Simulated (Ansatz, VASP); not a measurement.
## BP in VASP and in Ansatz

```
B P
1.0
     0.00000    2.23753    2.27060
     2.23753    0.00000    2.27060
     2.23753    2.23753    0.00000
B P
1 1
Direct
  0.00000 0.00000 0.00000
  0.25000 0.25000 0.25000
```

Change from the starting cell: strained cell.

Alike in both runs: task relaxation of the atoms; functional PBEsol; k mesh 10 × 10 × 10; occupations gaussian, width 0.02 eV; no spin polarisation.

```csv
,VASP,Ansatz
version,VASP 6.6.1,Ansatz 0.2.0
potentials or method,"VASP PAW PBE potentials, release 64 (B, P), cutoff 450 eV","scalar-relativistic, plane waves, PAW"
valence electrons in the cell,8,8
```

|  | VASP | Ansatz | Ansatz less VASP |
| --- | --- | --- | --- |
| gap on the k mesh at the Fermi level, each at its own relaxed structure (eV) | 0.98 | 0.99 | +0.004 |

VASP's potentials were made for PBE, not for PBEsol, and Ansatz warns of the same on its side. Ansatz's warnings: stress scf threshold loose.

Noted on VASP's run: the relaxation stopped at its first step, so nothing moved.
